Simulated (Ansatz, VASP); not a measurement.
ZnO: VASP beside Ansatz

INCAR

```
SYSTEM = ZnO
PREC = Accurate ; ENCUT = 520
EDIFF = 1E-7 ; ISMEAR = -1
SIGMA = 0.02 ; LREAL = .False.
LASPH = .True. ; NELM = 120
ALGO = Normal ; ISIF = 2
LWAVE = .False. ; LCHARG = .False.
GGA = PE ; IBRION = 2
NSW = 80 ; EDIFFG = -0.02
GGA_COMPAT = .False. ; NELMIN = 4
```

KPOINTS

```
Automatic mesh
0
Gamma
  11 11 6
  0 0 0
```

Contents of POSCAR:

```
ZnO
1.0
    3.2494000000      0.0000000000      0.0000000000
   -1.6247000000      2.8140629471      0.0000000000
    0.0000000000      0.0000000000      5.2038000000
Zn O
2 2
Direct
    0.3333333333      0.6666666667      0.0000000000
    0.6666666667      0.3333333333      0.5000000000
    0.3333333333      0.6666666667      0.3821000000
    0.6666666667      0.3333333333      0.8821000000
```

Input for Ansatz:

```yaml
crystal:
  lattice:
    - [3.2494, 0.0, 0.0]
    - [-1.6247, 2.8140629471, 0.0]
    - [0.0, 0.0, 5.2038]
  atoms:
    - { symbol: Zn, position: [0.3333333333, 0.6666666667, 0.0] }
    - { symbol: Zn, position: [0.6666666667, 0.3333333333, 0.5] }
    - { symbol: O, position: [0.3333333333, 0.6666666667, 0.3821] }
    - { symbol: O, position: [0.6666666667, 0.3333333333, 0.8821] }
kpoints:
  mp_grid: { grid: [11, 11, 6] }
scf:
  occupations: { method: fermi_dirac, width: 0.02 }
hamiltonian:
  xc: pbe
  pseudopotentials: { kind: paw }
output:
  forces: true
  stress: true
  populations: true
  efg:
    quadrupole_moments_barn: { Zn: 0.122, O: -0.02558 }
    contact_densities: true
relax:
  f_tol: 0.02
  max_steps: 60
```

Alike in both runs: task relaxation of the atoms; functional PBE; k mesh 11 × 11 × 6; occupations fermi-dirac, width 0.02 eV; no spin polarisation.

```csv
,VASP,Ansatz
version,VASP 6.6.1,Ansatz 0.2.0
potentials or method,"VASP PAW PBE potentials, release 64 (Zn, O)","plane-wave PAW, scalar-relativistic"
plane-wave cutoff (eV),520,420
valence electrons in the cell,36,36
```

```tsv
	VASP	Ansatz	Ansatz less VASP
gap on the k mesh at the Fermi level, each at its own relaxed structure (eV)	0.79	0.80	+0.015
```

Ansatz's warnings: stress scf threshold loose.
